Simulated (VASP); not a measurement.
Input of a VASP 6.6.1 run:

INCAR

```
PREC = Accurate
ENCUT = 520
EDIFF = 1E-6
ISMEAR = 0
SIGMA = 0.02
LREAL = False
LASPH = True
NELM = 60
ALGO = Normal
ISIF = 2
LWAVE = False
LCHARG = False
GGA = PE
IVDW = 12
NBANDS = 40
```

KPOINTS

```
regular mesh
0
Gamma
  4 4 6
```

Contents of POSCAR:

```
HgH4C4N2Cl2
1.0
    5.8383359934     -3.8411057753      0.2606371613
    5.8479433098      3.8560379061      0.2520756553
    0.1078310370     -0.0045119135      3.8546191644
Hg H C N Cl
1 4 4 2 2
Direct
    0.5000000000      0.5000000000      0.5000000000
   -0.3252930298      0.0043981831      0.2995692250
   -0.0037668819      0.3247784431      0.7004030727
    0.3252930298     -0.0043981831      0.7004307750
    0.0037668819     -0.3247784431      0.2995969273
   -0.1798233509      0.0016852592      0.3908990650
   -0.0012444374      0.1795404479      0.6088895796
    0.1798233509     -0.0016852592      0.6091009350
    0.0012444374     -0.1795404479      0.3911104204
   -0.1793098309      0.1794778638      0.4996656463
    0.1793098309     -0.1794778638      0.5003343537
    0.6611699516      0.6611907085     -0.0589320728
    0.3388300484      0.3388092915      1.0589320728
```

Potentials or basis: VASP PAW PBE potentials, release 64 (Hg, H, C, N, Cl).

Launch:

```bash
$ cat potpaw_PBE.64/Hg/POTCAR potpaw_PBE.64/H/POTCAR potpaw_PBE.64/C/POTCAR potpaw_PBE.64/N/POTCAR potpaw_PBE.64/Cl/POTCAR > POTCAR
$ mpirun -np 1 vasp_std > vasp.out
```

(1) What does it give for the largest force?

(2) Estimate the band gap on the k mesh.

(3) What does it give for the pressure?

Results:

(1) 0.052 eV/Å.

(2) 2.28 eV (least direct gap 2.37 eV).

(3) 0.1 GPa.

Caveat: spin-orbit coupling is left out, which moves the levels of the heavy elements.
